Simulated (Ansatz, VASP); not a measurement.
# C: VASP beside Ansatz

```
CELL_PARAMETERS angstrom
0.00000 1.79460 1.80805
1.79460 0.00000 1.80805
1.79460 1.79460 0.00000
ATOMIC_POSITIONS crystal
C 0.00000 0.00000 0.00000
C 0.25000 0.25000 0.25000
```

Change from the starting cell: strained cell.

Alike in both runs: functional PBEsol; k mesh 10 × 10 × 10; occupations gaussian, width 0.02 eV; no spin polarisation.

Ansatz relaxed the structure, and its values are those at the end. VASP's run is a single point on that final structure, the one shown.

|  | VASP | Ansatz |
| --- | --- | --- |
| version | VASP 6.6.1 | Ansatz 0.2.0 |
| potentials or method | VASP PAW PBE potentials, release 64 (C), cutoff 600 eV | scalar-relativistic, plane waves, PAW |
| valence electrons in the cell | 8 | 8 |

Ansatz gave:

* gap on the k mesh at the Fermi level (eV): 3.89
* least direct gap on the mesh (eV): 5.40
* pressure (GPa): -15.7

Problem. What did VASP give for the same quantities?

Solution. gap on the k mesh at the Fermi level (eV): 3.88; least direct gap on the mesh (eV): 5.40; pressure (GPa): -15.3.

VASP's potentials were made for PBE, not for PBEsol, and Ansatz warns of the same on its side. Ansatz's warnings: stress scf threshold loose.
